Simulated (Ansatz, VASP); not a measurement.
## Two plane-wave programs on Sc3C

```
Sc C
1.0
     3.30858    0.00000    0.00000
    -1.65429    2.86532    0.00000
     0.00000    0.00000    8.19544
Sc C
3 1
Direct
  0.66667 0.33333 0.00000
  0.00000 0.00000 0.66049
  0.00000 0.00000 0.33951
  0.66667 0.33333 0.50000
```

Change from the starting cell: species swapped into the LiMg3 type (P-6m2, No. 187).

Alike in both runs: functional PBE; k mesh 18 × 18 × 6; occupations gaussian, width 0.1 eV; no spin polarisation.

Ansatz relaxed the structure, and its values are those at the end. VASP's run is a single point on that final structure, the one shown.

|  | VASP | Ansatz |
| --- | --- | --- |
| version | VASP 6.6.1 | Ansatz 0.2.0 |
| potentials or method | VASP PAW PBE potentials, release 64 (Sc_sv, C), cutoff 520 eV | scalar-relativistic, plane waves, PAW |
| valence electrons in the cell | 37 | 37 |

Ansatz gave:

| Quantity | Value |
| --- | --- |
| gap on the k mesh at the Fermi level (eV) | none |
| pressure (GPa) | 0.0 |
| rms of the force components (eV/Å) | 0.001 |

**Question.** Which values does VASP return?

**Answer.** gap on the k mesh at the Fermi level (eV): none; pressure (GPa): 0.3; rms of the force components (eV/Å): 0.026.

A gap of «none» marks a metal or a gap that the smearing closes.
